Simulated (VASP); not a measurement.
Set up this calculation in VASP 6.6.1, as the native input.

| Property | Result |
| --- | --- |
| Task | electric field gradients |
| Functional | PBE |
| Potentials or basis | VASP PAW PBE potentials, release 64 (Sr_sv, Nb_sv, Bi_d, O) |
| Cutoff | 520 eV |
| k mesh | 3 × 3 × 3 |
| Occupations | fermi-dirac, width 0.02 eV |
| Spin | no spin polarisation |
| Dipole correction | no |
| Further INCAR settings | LREAL = Auto; ALGO = Normal; EDIFF = 1e-08; NBANDS = 194 |

The structure of Sr2NbBiO6 lies in POSCAR:

```
Sr2NbBiO6
1.0
    8.5173262700      0.0000000000      0.0000000000
    0.0000000000      8.5173262700      0.0000000000
    0.0000000000      0.0000000000      8.5173262700
Sr Nb Bi O
8 4 4 24
Direct
    0.5000000000      0.5000000000      0.5000000000
    0.0000000000      0.0000000000      0.0000000000
    0.0000000000      0.0000000000      0.5000000000
    0.0000000000      0.5000000000      0.0000000000
    0.5000000000      0.0000000000      0.0000000000
    0.5000000000      0.5000000000      0.0000000000
    0.5000000000      0.0000000000      0.5000000000
    0.0000000000      0.5000000000      0.5000000000
    0.2500000000      0.2500000000      0.2500000000
    0.2500000000      0.7500000000      0.7500000000
    0.7500000000      0.2500000000      0.7500000000
    0.7500000000      0.7500000000      0.2500000000
    0.7500000000      0.7500000000      0.7500000000
    0.7500000000      0.2500000000      0.2500000000
    0.2500000000      0.7500000000      0.2500000000
    0.2500000000      0.2500000000      0.7500000000
    0.2130121500      0.2968979100      0.4805308400
    0.2130121500      0.7031020900      0.5194691600
    0.7869878500      0.2968979100      0.5194691600
    0.7869878500      0.7031020900      0.4805308400
    0.2968979100      0.4805308400      0.2130121500
    0.7031020900      0.5194691600      0.2130121500
    0.2968979100      0.5194691600      0.7869878500
    0.7031020900      0.4805308400      0.7869878500
    0.4805308400      0.2130121500      0.2968979100
    0.5194691600      0.2130121500      0.7031020900
    0.5194691600      0.7869878500      0.2968979100
    0.4805308400      0.7869878500      0.7031020900
    0.2869878500      0.2031020900      0.0194691600
    0.2869878500      0.7968979100      0.9805308400
    0.7130121500      0.2031020900      0.9805308400
    0.7130121500      0.7968979100      0.0194691600
    0.2031020900      0.0194691600      0.2869878500
    0.7968979100      0.9805308400      0.2869878500
    0.2031020900      0.9805308400      0.7130121500
    0.7968979100      0.0194691600      0.7130121500
    0.0194691600      0.2869878500      0.2031020900
    0.9805308400      0.2869878500      0.7968979100
    0.9805308400      0.7130121500      0.2031020900
    0.0194691600      0.7130121500      0.7968979100
```

One way to write it, as run:

INCAR

```
SYSTEM = Sr2NbBiO6
PREC = Accurate ; ENCUT = 520
EDIFF = 1E-8 ; ISMEAR = -1
SIGMA = 0.02 ; LREAL = Auto
LASPH = .TRUE. ; NELM = 100
ALGO = Normal ; ISIF = 2
LWAVE = .FALSE. ; LCHARG = .FALSE.
GGA = PE ; LEFG = .TRUE.
NBANDS = 194 ; KPAR = 4
```

KPOINTS

```
Automatic mesh
0
G
  3 3 3
  0 0 0
```

Potentials or basis: VASP PAW PBE potentials, release 64 (Sr_sv, Nb_sv, Bi_d, O).

Run with:

```bash
$ cat potpaw_PBE.64/Sr_sv/POTCAR potpaw_PBE.64/Nb_sv/POTCAR potpaw_PBE.64/Bi_d/POTCAR potpaw_PBE.64/O/POTCAR > POTCAR
$ mpirun -np 4 vasp_std > vasp.out
```

Results of the run:

```yaml
Pressure: -2.1 GPa
Largest_force: 0.456 eV/Å
Band_gap_on_the_k_mesh: 2.47 eV
Largest_electric_field_gradient_by_atom: Sr +0.0, +139.4 (each value once); Nb -7.4; Bi -9.3; O +25.8 V/Å²
```

Caveat: without QUAD_EFG the Cq values of the log hold for a quadrupole moment of 1 mb, not for the nuclei; spin-orbit coupling is left out, which moves the levels of the heavy elements; an odd mesh through Γ misses points on the zone boundary, where band edges can lie.

Wall time 10 min on 4 MPI ranks on Oxide Virtual Turin-like Processor, with other jobs on the host, peak memory 0.76 GiB a rank.
